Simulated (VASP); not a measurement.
# Zr (C2/m) in VASP: a series of runs, part 2 of 2

VASP 6.6.1. Earlier steps stand in the parts before.

**3. Single point, PBE (atom 1 (Zr) moved by (+0.150, -0.150) A along y and z)**

Contents of INCAR:

```
  PREC = Accurate
  ENCUT = 520
  EDIFF = 1E-7
  ISMEAR = 0
  SIGMA = 0.15
  LREAL = F
  LASPH = T
  NELM = 80
  ALGO = Fast
  ISIF = 2
  LWAVE = F
  LCHARG = F
  GGA = PE
  NBANDS = 19
```

Contents of KPOINTS:

```
regular mesh
0
Gamma
  18 18 10
```

Contents of POSCAR:

```
Zr
1.0
    3.2319982225      0.0000000000      0.0000000000
   -1.6159991112      2.7989925657      0.0000000000
    0.0000000000      0.0000000000      5.1470000000
Zr
2
Direct
    0.3601286885      0.7202573771      0.2208568098
    0.6666666667      0.3333333333      0.7500000000
```

Potentials or basis: VASP PAW PBE potentials, release 64 (Zr_sv).

Started as:

```sh
cat potpaw_PBE.64/Zr_sv/POTCAR > POTCAR
mpirun -np 1 vasp_std > vasp.out
```

OUTCAR:

```text
PREC = Accurate
   ENCUT = 520
   EDIFF = 1E-7
   ISMEAR = 0
   LREAL = F
   LASPH = T
   NELM = 80
   ISIF = 2
   GGA = PE

 ion  position               nearest neighbor table
   1  0.360  0.720  0.221-   2 2.97   2 3.11   2 3.11   2 3.22   2 3.35   2 3.35
   2  0.667  0.333  0.750-   1 2.97   1 3.11   1 3.11   1 3.22   1 3.35   1 3.35

  LATTYP: Found a hexagonal cell.
 ALAT       =     3.2319982225
 C/A-ratio  =     1.5925132521

  Lattice vectors:

 A1 = (   3.2319982225,   0.0000000000,   0.0000000000)
 A2 = (  -1.6159991112,   2.7989925657,   0.0000000000)
 A3 = (   0.0000000000,   0.0000000000,   5.1470000000)

Analysis of symmetry for initial positions (statically):
=====================================================================
 Subroutine PRICEL returns:
 Original cell was already a primitive cell.

 Routine SETGRP: Setting up the symmetry group for a
 hexagonal supercell.

 Subroutine GETGRP returns: Found  4 space group operations
 (whereof  2 operations were pure point group operations)
 out of a pool of 24 trial point group operations.

The static configuration has the point symmetry C_1h.
 The point group associated with its full space group is C_2h.

Analysis of symmetry for dynamics (positions and initial velocities):
=====================================================================
 Subroutine PRICEL returns:
 Original cell was already a primitive cell.

 Routine SETGRP: Setting up the symmetry group for a
 hexagonal supercell.

 Subroutine GETGRP returns: Found  4 space group operations
 (whereof  2 operations were pure point group operations)
 out of a pool of 24 trial point group operations.

[... 112 lines left out ...]
   NELECT =      24.0000    total number of electrons
   NUPDOWN=      -1.0000    fix difference up-down
   EMIN   =  10.00;   EMAX   =-10.00  energy-range for DOS
   EFERMI =   0.00;   METHOD = LEGACY
   ISMEAR =     0;   SIGMA  =   0.15  broadening in eV -4-tet -1-fermi 0-gaus
   EFERMI_NEDOS =   21; number of points for ismear=-14 and -15
   IALGO  =     68    algorithm
   IMIX   =      4    mixing-type and parameters
     AMIX     =   0.40;   BMIX     =  1.00
     AMIX_MAG =   1.60;   BMIX_MAG =  1.00
  volume/ion in A,a.u.               =      23.28       157.11
  Fermi-wavevector in a.u.,A,eV,Ry     =   1.312612  2.480476 23.442147  1.722949
  Thomas-Fermi vector in A             =   2.442992
   LORBIT       =      0    0 simple, 1 ext, 2 COOP (PROOUT), +10 PAW based schemes
   GGA     = PE    functional components
   LHFCALC =     F    Hartree Fock is set to
   AEXX    =    0.0000 exact exchange contribution
   IVDW    =     0    specifies the selected vdW correction
   LEPSILON=     F    determine dielectric tensor
   LRPA    =     F    only Hartree local field effects (RPA)
 non-spin polarized calculation
 RMM-DIIS sequential band-by-band and
 Gauss-broadening in eV      SIGMA  =   0.15
  energy-cutoff  :      520.00
  volume of cell :       46.56
 maximum number of plane-waves:      1284
   NGX = 13   NGY = 13   NGZ = 19

 number of electron      24.0000000 magnetization

 Free energy of the ion-electron system (eV)
  ---------------------------------------------------
  ext. energy  EPLUGINS =         0.00000000
  ---------------------------------------------------
  free energy    TOTEN  =       -16.99126659 eV

  energy without entropy =      -16.96880462  energy(sigma->0) =      -16.98003560

 E-fermi :   8.9768     XC(G=0): -11.0732

 val. band max:        8.9767696711   @ k =  -0.0556   0.3333   0.2000
 cond. band min:       8.9797939142   @ k =   0.1667  -0.0000   0.2000
 fundamental gap:      0.0030242431
 Fermi energy:         8.9768165174

 k-point     1 :       0.0000    0.0000    0.0000
  band No.  band energies     occupation
      1     -39.8558      2.00000
      2     -39.6825      2.00000
      3     -18.4038      2.00000
      4     -17.5350      2.00000
      5     -17.4802      2.00000
      6     -17.3758      2.00000
[... 505 lines left out ...]
      6     -17.4985      2.00000
[... 11 lines left out ...]
     18      11.3256      0.00000
     19      14.0428      0.00000

 [... further k-points ...]

------------------------ aborting loop because EDIFF is reached ----------------------------------------

  FORCE on cell =-STRESS in cart. coord.  units (eV):
  Direction    XX          YY          ZZ          XY          YZ          ZX
  --------------------------------------------------------------------------------------
  -------------------------------------------------------------------------------------
  Total       -0.1503908      0.5598089      0.6257636      0.0000000     -0.0595289     -0.0000000
  in kB       -5.1749340     19.2629755     21.5324708      0.0000000     -2.0483826     -0.0000000
  external PRESSURE =      11.8735041 kB  Pullay stress =       0.0000000 kB

 VOLUME and BASIS-vectors are now :
 -----------------------------------------------------------------------------
  energy-cutoff  :      520.00
  volume of cell :       46.56
      direct lattice vectors                 reciprocal lattice vectors
     3.231998223  0.000000000  0.000000000     0.309406111  0.178635701  0.000000000
    -1.615999111  2.798992566  0.000000000     0.000000000  0.357271403  0.000000000
     0.000000000  0.000000000  5.147000000     0.000000000  0.000000000  0.194287935

 POSITION                                       TOTAL-FORCE (eV/Angst)
 -----------------------------------------------------------------------------------
     -0.00000      2.01600      1.13675        -0.000000     -0.128421      0.718226
      1.61600      0.93300      3.86025         0.000000      0.128421     -0.718226
 -----------------------------------------------------------------------------------
    total drift:                               -0.000000      0.000001      0.000003

  FREE ENERGIE OF THE ION-ELECTRON SYSTEM (eV)
  ---------------------------------------------------
  free  energy   TOTEN  =       -16.9912665866 eV

  energy  without entropy=      -16.9688046161  energy(sigma->0) =      -16.98003560
```

stdout:

```text
POSCAR found type information on POSCAR Zr
[... 98 lines left out ...]
 num prob  num prob  num prob  num prob WARNING in EDDRMM: call to ZHEGV failed, returncode =   8  4      9
 num prob  num prob  num prob  num prob  num prob  num prob  num prob  num prob  num prob  num prob  num prob  num prob  num prob  num prob  num prob  num prob  num prob  num prob  num prob  num prob  num prob  num prob  num prob  num prob  num prob  num prob  num prob  num prob  num prob  num prob  num prob  num prob  num prob  num prob  num prob  num prob  num prob  num prob  num prob  num prob  num prob  num prob  num prob  num prob  num prob  num prob  num prob  num prob  num prob  num prob  num prob  num prob  num prob  num prob  num prob  num prob  num prob  num prob  num prob  num prob  num prob  num prob  num prob  num prob  num prob  num prob  num prob  num prob RMM:  17    -0.169912580560E+02   -0.41971E-05   -0.32490E-05 57776   0.276E-02    0.274E-02
WARNING in EDDRMM: call to ZHEGV failed, returncode
```

Wall time 19 min (1 thread of Oxide Virtual Turin-like, shared host); peak memory 0.63 GiB.

What came out:

| Property | Result |
| --- | --- |
| Free energy | -16.9913 eV |
| Pressure | 1.2 GPa |
| Largest force | 0.730 eV/Å |
| Band gap on the k mesh | zero (bands 12 and 13 overlap by 1.21 eV) |

Forces on the atoms (eV/Å):
```
Zr   0.000 -0.128  0.718
Zr   0.000  0.128 -0.718
```

Levels at points of the mesh, in eV from the Fermi level:
| k point | band 8 | band 9 | band 10 | band 11 | band 12 | band 13 | band 14 | band 15 | band 16 | band 17 |
| --- | --- | --- | --- | --- | --- | --- | --- | --- | --- | --- |
| (0.00, 0.00, 0.00) | -26.30 | -5.63 | -3.04 | 0.66 | 0.78 | 0.91 | 1.34 | 1.42 | 1.65 | 2.10 |
| (0.50, 0.00, 0.00) | -26.43 | -2.61 | -2.57 | -2.20 | -0.13 | 0.50 | 1.02 | 1.59 | 4.95 | 5.12 |
| (0.00, 0.50, 0.00) | -26.44 | -2.60 | -2.31 | -1.82 | -0.28 | 0.32 | 0.60 | 1.38 | 4.78 | 5.22 |
| (0.00, 0.00, 0.50) | -26.36 | -3.98 | -3.88 | -0.48 | 0.59 | 0.66 | 0.70 | 0.78 | 0.91 | 3.54 |
| (0.50, 0.00, 0.50) | -26.48 | -2.88 | -2.74 | -1.32 | -0.87 | 1.57 | 1.59 | 1.99 | 2.67 | 4.82 |
| (0.00, 0.50, 0.50) | -26.51 | -2.98 | -2.87 | -1.26 | -0.75 | 1.69 | 1.72 | 1.87 | 2.63 | 4.99 |

Caveat: the cell differs from its parent crystal (atom 1 (Zr) moved by (+0.150, -0.150) A along y and z).
